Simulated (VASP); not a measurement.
# Ru (P6_3/mmc) in VASP: further runs

The runs below take Ru through single point, with PBEsol+D3(BJ), LDA.

All numbers are computed with VASP 6.6.1; they aren't measurements. Logs are shortened: lines on timing, memory, paths and dates and some standing lists are left out, and cuts for length are marked.

## 1. The cell of the first run

It takes space group P6_3/mmc (No. 194, hexagonal). Conventional cell: a = 2.669 Å, b = 2.669 Å, c = 4.228 Å, α = 90.00°, β = 90.00°, γ = 120.00°. Ru (site symmetry -6m2) has 12 Ru at 2.62 to 2.67 Å within 3.5 Å.

## 2. Single point, PBEsol+D3(BJ)

Input file INCAR:

```
SYSTEM = Ru
PREC = Accurate
ENCUT = 520
EDIFF = 1E-7
ISMEAR = -1
SIGMA = 0.05
LREAL = .FALSE.
LASPH = .TRUE.
NELM = 80
ALGO = Normal
ISIF = 2
LWAVE = .FALSE.
LCHARG = .TRUE.
GGA = PS
IVDW = 12
LELF = .TRUE.
LVHAR = .TRUE.
NBANDS = 21
```

Input file KPOINTS:

```
Automatic mesh
0
G
  11 11 6
  0 0 0
```

Input file POSCAR:

```
Ru
1.0
    2.6694416745      0.0000000000      0.0000000000
   -1.3347208373      2.3118043041      0.0000000000
    0.0000000000      0.0000000000      4.2276602495
Ru
2
Direct
    0.6666666667      0.3333333333      0.7500000000
    0.3333333333      0.6666666667      0.2500000000
```

Potentials or basis: VASP PAW PBE potentials, release 64 (Ru_pv).

On the command line:

```
$ cat potpaw_PBE.64/Ru_pv/POTCAR > POTCAR
$ mpirun -np 1 vasp_std > vasp.out
```

OUTCAR:

```text
SYSTEM = Ru
   PREC = Accurate
   ENCUT = 520
   EDIFF = 1E-7
   ISMEAR = -1
   LREAL = .FALSE.
   LASPH = .TRUE.
   NELM = 80
   ISIF = 2
   GGA = PS
   IVDW = 12
 IVDW          = 12

 ion  position               nearest neighbor table
   1  0.667  0.333  0.750-   2 2.62   2 2.62   2 2.62   2 2.62   2 2.62   2 2.62
   2  0.333  0.667  0.250-   1 2.62   1 2.62   1 2.62   1 2.62   1 2.62   1 2.62

  LATTYP: Found a hexagonal cell.
 ALAT       =     2.6694416745
 C/A-ratio  =     1.5837245256

  Lattice vectors:

 A1 = (   2.6694416745,   0.0000000000,   0.0000000000)
 A2 = (  -1.3347208373,   2.3118043041,   0.0000000000)
 A3 = (   0.0000000000,   0.0000000000,   4.2276602495)

Analysis of symmetry for initial positions (statically):
=====================================================================
 Subroutine PRICEL returns:
 Original cell was already a primitive cell.

 Routine SETGRP: Setting up the symmetry group for a
 hexagonal supercell.

 Subroutine GETGRP returns: Found 24 space group operations
 (whereof 12 operations were pure point group operations)
 out of a pool of 24 trial point group operations.

The static configuration has the point symmetry D_3d.
 The point group associated with its full space group is D_6h.

Analysis of symmetry for dynamics (positions and initial velocities):
=====================================================================
 Subroutine PRICEL returns:
 Original cell was already a primitive cell.

 Routine SETGRP: Setting up the symmetry group for a
 hexagonal supercell.

 Subroutine GETGRP returns: Found 24 space group operations
 (whereof 12 operations were pure point group operations)
 out of a pool of 24 trial point group operations.

The dynamic configuration has the point symmetry D_3d.
 The point group associated with its full space group is D_6h.

 Subroutine INISYM returns: Found 24 space group operations
 (whereof 12 operations are pure point group operations),
 and found     1 'primitive' translations

----------------------------------------------------------------------------------------

                                     Primitive cell

  volume of cell :      26.0899

  direct lattice vectors                    reciprocal lattice vectors
     2.669441674  0.000000000  0.000000000     0.374610170  0.216281283  0.000000000
    -1.334720837  2.311804304  0.000000000     0.000000000  0.432562565  0.000000000
     0.000000000  0.000000000  4.227660250     0.000000000  0.000000000  0.236537456

  length of vectors
     2.669441674  2.669441675  4.227660250     0.432562565  0.432562565  0.236537456

[... 79 lines left out ...]
   NELM   =     80;   NELMIN=  2; NELMDL= -5     # of ELM steps
   EDIFF  = 0.1E-06   stopping-criterion for ELM
   LREAL  =      F    real-space projection
   EDIFFG = 0.1E-05   stopping-criterion for IOM
   NSW    =      0    number of steps for IOM
   IBRION =     -1    ionic relax: 0-MD 1-quasi-New 2-CG
   NFREE  =      0    steps in history (QN), initial steepest desc. (CG)
   ISIF   =      2    stress and relaxation
   ISYM   =      2    0-nonsym 1-usesym 2-fastsym
   POTIM  = 0.5000    time-step for ionic-motion
   TEBEG  =    0.0;   TEEND  =   0.0 temperature during run
   PSTRESS=    0.0 pullay stress
   NELECT =      28.0000    total number of electrons
   NUPDOWN=      -1.0000    fix difference up-down
   EMIN   =  10.00;   EMAX   =-10.00  energy-range for DOS
   EFERMI =   0.00;   METHOD = LEGACY
   ISMEAR =    -1;   SIGMA  =   0.05  broadening in eV -4-tet -1-fermi 0-gaus
   EFERMI_NEDOS =   21; number of points for ismear=-14 and -15
   IALGO  =     38    algorithm
   IMIX   =      4    mixing-type and parameters
     AMIX     =   0.40;   BMIX     =  1.00
     AMIX_MAG =   1.60;   BMIX_MAG =  1.00
  volume/ion in A,a.u.               =      13.04        88.03
  Fermi-wavevector in a.u.,A,eV,Ry     =   1.676114  3.167397 38.223655  2.809359
  Thomas-Fermi vector in A             =   2.760614
   LORBIT       =      0    0 simple, 1 ext, 2 COOP (PROOUT), +10 PAW based schemes
   GGA     = PS    functional components
   LHFCALC =     F    Hartree Fock is set to
   AEXX    =    0.0000 exact exchange contribution
   IVDW    =    12    specifies the selected vdW correction
   LEPSILON=     F    determine dielectric tensor
   LRPA    =     F    only Hartree local field effects (RPA)
 non-spin polarized calculation
  energy-cutoff  :      520.00
  volume of cell :       26.09
 maximum number of plane-waves:       718
 NGX is ok and might be reduce to    20
   NGX =  9   NGY =  9   NGZ = 15

 number of electron      27.9999991 magnetization

 Free energy of the ion-electron system (eV)
  ---------------------------------------------------
  ext. energy  EPLUGINS =         0.00000000
  ---------------------------------------------------
  free energy    TOTEN  =       -20.32481951 eV

  energy without entropy =      -20.30886233  energy(sigma->0) =      -20.31684092

 E-fermi :  13.3709     XC(G=0): -14.5297

 val. band max:       13.3587346994   @ k =   0.2727   0.0000   0.0000
 cond. band min:      13.3831801902   @ k =   0.3636  -0.0000   0.3333
 fundamental gap:      0.0244454908
 Fermi energy:        13.3708558140

 k-point     1 :       0.0000    0.0000    0.0000
  band No.  band energies     occupation
      1     -30.3176      2.00000
      2     -29.2469      2.00000
      3     -29.2469      2.00000
      4     -29.0542      2.00000
      5     -29.0542      2.00000
      6     -29.0085      2.00000
[... 565 lines left out ...]
     20      23.6795      0.00000
     21      25.5494      0.00000

 [... further k-points ...]

------------------------ aborting loop because EDIFF is reached ----------------------------------------

 Edisp (eV)   -1.23718

 E8    (eV) :    -0.8420

  FORCE on cell =-STRESS in cart. coord.  units (eV):
  Direction    XX          YY          ZZ          XY          YZ          ZX
  --------------------------------------------------------------------------------------
  -------------------------------------------------------------------------------------
  Total      -0.00363    -0.00363     0.00095     0.00000     0.00000     0.00000
  in kB      -0.22277    -0.22277     0.05820     0.00000     0.00000     0.00000
  external pressure =       -0.13 kB  Pullay stress =        0.00 kB

 VOLUME and BASIS-vectors are now :
 -----------------------------------------------------------------------------
  energy-cutoff  :      520.00
  volume of cell :       26.09
      direct lattice vectors                 reciprocal lattice vectors
     2.669441674  0.000000000  0.000000000     0.374610170  0.216281283  0.000000000
    -1.334720837  2.311804304  0.000000000     0.000000000  0.432562565  0.000000000
     0.000000000  0.000000000  4.227660250     0.000000000  0.000000000  0.236537456

 POSITION                                       TOTAL-FORCE (eV/Angst)
 -----------------------------------------------------------------------------------
      1.33472      0.77060      3.17075        -0.000000      0.000000      0.000000
     -0.00000      1.54120      1.05692         0.000000     -0.000000      0.000000
 -----------------------------------------------------------------------------------
    total drift:                               -0.000000      0.000000     -0.000000

  FREE ENERGIE OF THE ION-ELECTRON SYSTEM (eV)
  ---------------------------------------------------
  free  energy   TOTEN  =       -21.5619977273 eV

  energy  without entropy=      -21.5460405500  energy(sigma->0) =      -21.55401914
```

Wall time 26 s (1 thread of Intel Xeon 8259CL, shared host); peak memory 0.16 GiB.

What came out:

```
Free energy                : -21.5620 eV
Pressure                   : 0.0 GPa
Band gap on the k mesh     : zero (bands 14 and 15 overlap by 3.27 eV)
Dispersion energy per atom : -0.619 eV
```

Levels at points of the mesh, in eV from the Fermi level:
| k point | band 12 | band 13 | band 14 | band 15 | band 16 | band 17 |
| --- | --- | --- | --- | --- | --- | --- |
| (0.00, 0.00, 0.00) | -1.97 | -1.97 | -1.40 | -1.40 | 1.34 | 1.34 |
| (0.00, 0.00, 0.50) | -2.87 | -2.80 | -2.80 | 0.67 | 0.67 | 0.67 |

Caveat: the PAW data sets were made with another functional, which shifts forces and pressure a little.

## 3. Single point, LDA

Input file INCAR:

```
PREC = Accurate
ENCUT = 520
EDIFF = 1E-6
ISMEAR = -1
SIGMA = 0.05
LREAL = False
LASPH = True
NELM = 80
ALGO = Normal
ISIF = 2
LWAVE = False
LCHARG = False
GGA = CA
NBANDS = 21
```

Input file KPOINTS:

```
regular mesh
0
Gamma
  11 11 6
```

Input file POSCAR:

```
Ru
1.0
    2.6692306523      0.0000000000      0.0000000000
   -1.3346153261      2.3116215535      0.0000000000
    0.0000000000      0.0000000000      4.2240293924
Ru
2
Direct
    0.6666666667      0.3333333333      0.7500000000
    0.3333333333      0.6666666667      0.2500000000
```

Potentials or basis: VASP PAW LDA potentials, release 64 (Ru_pv).

On the command line:

```
$ cat potpaw_LDA.64/Ru_pv/POTCAR > POTCAR
$ mpirun -np 1 vasp_std > vasp.out
```

OUTCAR:

```text
PREC = Accurate
   ENCUT = 520
   EDIFF = 1E-6
   ISMEAR = -1
   LREAL = False
   LASPH = True
   NELM = 80
   ISIF = 2
   GGA = CA

 ion  position               nearest neighbor table
   1  0.667  0.333  0.750-   2 2.61   2 2.61   2 2.61   2 2.61   2 2.61   2 2.61
   2  0.333  0.667  0.250-   1 2.61   1 2.61   1 2.61   1 2.61   1 2.61   1 2.61

  LATTYP: Found a hexagonal cell.
 ALAT       =     2.6692306523
 C/A-ratio  =     1.5824894671

  Lattice vectors:

 A1 = (   2.6692306523,   0.0000000000,   0.0000000000)
 A2 = (  -1.3346153261,   2.3116215535,   0.0000000000)
 A3 = (   0.0000000000,   0.0000000000,   4.2240293924)

Analysis of symmetry for initial positions (statically):
=====================================================================
 Subroutine PRICEL returns:
 Original cell was already a primitive cell.

 Routine SETGRP: Setting up the symmetry group for a
 hexagonal supercell.

 Subroutine GETGRP returns: Found 24 space group operations
 (whereof 12 operations were pure point group operations)
[... 160 lines left out ...]
  ext. energy  EPLUGINS =         0.00000000
  ---------------------------------------------------
  free energy    TOTEN  =       -21.38477253 eV

  energy without entropy =      -21.36894056  energy(sigma->0) =      -21.37685654

 E-fermi :  13.3928     XC(G=0): -14.6336

 val. band max:       13.3747243190   @ k =   0.2727  -0.0000   0.0000
 cond. band min:      13.4060925316   @ k =   0.2727   0.1818   0.1667
 fundamental gap:      0.0313682126
 Fermi energy:        13.3927767435

 k-point     1 :       0.0000    0.0000    0.0000
  band No.  band energies     occupation
      1     -30.1626      2.00000
      2     -29.0766      2.00000
      3     -29.0766      2.00000
      4     -28.8804      2.00000
      5     -28.8804      2.00000
      6     -28.8328      2.00000
[... 565 lines left out ...]
     20      23.4043      0.00000
     21      25.5971      0.00000

 [... further k-points ...]

------------------------ aborting loop because EDIFF is reached ----------------------------------------

  FORCE on cell =-STRESS in cart. coord.  units (eV):
  Direction    XX          YY          ZZ          XY          YZ          ZX
  --------------------------------------------------------------------------------------
  -------------------------------------------------------------------------------------
  Total        0.4216093      0.4216093      0.4465101      0.0000000      0.0000000     -0.0000000
  in kB       25.9173769     25.9173769     27.4480869      0.0000000      0.0000000     -0.0000000
  external PRESSURE =      26.4276136 kB  Pullay stress =       0.0000000 kB

 VOLUME and BASIS-vectors are now :
 -----------------------------------------------------------------------------
  energy-cutoff  :      520.00
  volume of cell :       26.06
      direct lattice vectors                 reciprocal lattice vectors
     2.669230652  0.000000000  0.000000000     0.374639786  0.216298381  0.000000000
    -1.334615326  2.311621554  0.000000000     0.000000000  0.432596762  0.000000000
     0.000000000  0.000000000  4.224029392     0.000000000  0.000000000  0.236740777

 POSITION                                       TOTAL-FORCE (eV/Angst)
 -----------------------------------------------------------------------------------
      1.33462      0.77054      3.16802         0.000000      0.000000      0.000000
     -0.00000      1.54108      1.05601        -0.000000      0.000000      0.000000
 -----------------------------------------------------------------------------------
    total drift:                               -0.000000      0.000000     -0.000000

  FREE ENERGIE OF THE ION-ELECTRON SYSTEM (eV)
  ---------------------------------------------------
  free  energy   TOTEN  =       -21.3847725315 eV

  energy  without entropy=      -21.3689405552  energy(sigma->0) =      -21.37685654
```

OSZICAR:

```text
N       E                     dE             d eps       ncg     rms          rms(c)
DAV:   1     0.285582195122E+03    0.28558E+03   -0.17545E+04  2696   0.150E+03
DAV:   2    -0.170014932456E+02   -0.30258E+03   -0.29336E+03  2733   0.448E+02
DAV:   3    -0.227868563826E+02   -0.57854E+01   -0.57557E+01  3203   0.696E+01
DAV:   4    -0.228294401510E+02   -0.42584E-01   -0.42542E-01  3252   0.582E+00
DAV:   5    -0.228299671596E+02   -0.52701E-03   -0.52047E-03  3109   0.562E-01    0.203E+01
DAV:   6    -0.214876923873E+02    0.13423E+01   -0.29844E+00  3088   0.166E+01    0.569E+00
DAV:   7    -0.213969709262E+02    0.90721E-01   -0.53896E-01  3008   0.507E+00    0.112E+00
DAV:   8    -0.213864155790E+02    0.10555E-01   -0.15315E-02  2928   0.128E+00    0.568E-01
DAV:   9    -0.213847469928E+02    0.16686E-02   -0.14590E-03  3033   0.419E-01    0.296E-02
DAV:  10    -0.213847719498E+02   -0.24957E-04   -0.31705E-05  3048   0.594E-02    0.121E-02
DAV:  11    -0.213847725315E+02   -0.58166E-06   -0.49432E-06  2958   0.213E-02
   1 F= -.21384773E+02 E0= -.21376857E+02  d E =-.158320E-01
```

stdout:

```text
POSCAR found type information on POSCAR Ru
 POSCAR found :  1 types and       2 ions
 scaLAPACK will be used
 LDA part: xc-table for (Slater(with rela. corr.)+CA(PZ))
 , standard interpolation
 POSCAR, INCAR and KPOINTS ok, starting setup
 FFT: planning ... GRIDC
 FFT: planning ... GRID_SOFT
 FFT: planning ... GRID
 WAVECAR not read
 entering main loop
```

Run time: 28 s. Hardware: 1 thread of Intel Xeon 8259CL, shared host; peak memory 0.14 GiB.

What came out:

```
Free energy            : -21.3848 eV
Pressure               : 2.6 GPa
Band gap on the k mesh : zero (bands 14 and 15 overlap by 3.29 eV)
```

Levels at points of the mesh, in eV from the Fermi level:
```
           k point  band 10  band 11  band 12  band 13  band 14  band 15  band 16  band 17  band 18  band 19
(0.00, 0.00, 0.00)    -2.71    -2.52    -1.98    -1.98    -1.41    -1.41     1.34     1.34     1.42    10.00
(0.00, 0.00, 0.50)    -2.88    -2.88    -2.88    -2.79    -2.79     0.67     0.67     0.67     0.67    10.01
```
